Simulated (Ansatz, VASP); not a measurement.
**One calculation of Ba, two programs**

```
Ba
1.0
     3.80152    0.00000    0.00000
     0.00000    3.80152    0.00000
     0.00000    0.00000    3.80152
Ba
1
Direct
  0.00000 0.00000 0.00000
```

Alike in both runs: task single point; functional r2SCAN; k mesh 9 × 9 × 9; occupations fermi-dirac, width 0.1 eV; no spin polarisation.

|  | VASP | Ansatz |
| --- | --- | --- |
| version | VASP 6.6.1 | Ansatz 0.2.0 |
| potentials or method | VASP PAW PBE potentials, release 64 (Ba_sv), cutoff 520 eV | plane waves (500 eV) with PAW, scalar-relativistic |
| valence electrons in the cell | 10 | 10 |

|  | VASP | Ansatz | Ansatz less VASP |
| --- | --- | --- | --- |
| pressure (GPa) | 1.1 | 0.8 | -0.26 |

VASP's potentials were made for PBE, not for r2SCAN.

Spin-orbit coupling is off throughout.
